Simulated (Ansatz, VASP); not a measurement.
## MgO in VASP and in Ansatz

File INCAR:

```
  PREC = Accurate
  ENCUT = 520
  EDIFF = 1E-8
  ISMEAR = -1
  SIGMA = 0.05
  LREAL = F
  LASPH = T
  NELM = 120
  ALGO = Normal
  ISIF = 2
  LWAVE = F
  LCHARG = F
  GGA = PS
  LEFG = T
  NBANDS = 11
  GGA_COMPAT = F
```

Contents of KPOINTS:

```
regular mesh
0
Gamma
  16 16 16
```

The input POSCAR:

```
MgO
1.0
    0.0000000000      2.1269184909      2.1269184909
    2.1269184909      0.0000000000      2.1269184909
    2.1269184909      2.1269184909      0.0000000000
Mg O
1 1
Direct
    0.0000000000      0.0000000000      0.0000000000
    0.5000000000      0.5000000000      0.5000000000
```

Input for Ansatz:

```yaml
crystal:
  lattice:
    - [0.0, 2.1269184909, 2.1269184909]
    - [2.1269184909, 0.0, 2.1269184909]
    - [2.1269184909, 2.1269184909, 0.0]
  atoms:
    - { symbol: Mg, position: [0.0, 0.0, 0.0] }
    - { symbol: O, position: [0.5, 0.5, 0.5] }
kpoints:
  mp_grid: { grid: [16, 16, 16] }
  band_path:
    path:
      - [0.0, 0.0, 0.0]
      - [0.5, 0.0, 0.5]
      - [0.625, 0.25, 0.625]
      - [0.375, 0.375, 0.75]
      - [0.0, 0.0, 0.0]
      - [0.5, 0.5, 0.5]
      - [0.5, 0.25, 0.75]
      - [0.5, 0.0, 0.5]
    npoints: 5
scf:
  occupations: { method: fermi_dirac, width: 0.05 }
hamiltonian:
  xc: pbesol
  pseudopotentials: { kind: paw }
output:
  forces: true
  stress: true
  eigenvalues: true
  efg: { contact_densities: true }
```

Alike in both runs: task electric field gradients; functional PBEsol; k mesh 16 × 16 × 16; occupations fermi-dirac, width 0.05 eV; no spin polarisation.

```csv
,VASP,Ansatz
version,VASP 6.6.1,Ansatz 0.2.0
potentials or method,"VASP PAW PBE potentials, release 64 (Mg, O)","PAW with Ansatz's default frozen-core files, scalar-relativistic"
plane-wave cutoff (eV),520,420
valence electrons in the cell,8,16
```

Ansatz gave:

* gap on the k mesh at the Fermi level (eV): 4.35
* pressure (GPa): -4.2

Task: Which values does VASP return?

Result: gap on the k mesh at the Fermi level (eV): 4.35; pressure (GPa): -4.7.

VASP's potentials were made for PBE, not for PBEsol. VASP's potentials hold 8 valence electrons a cell and Ansatz's 16, so a difference there can come from the potentials and not from the codes.
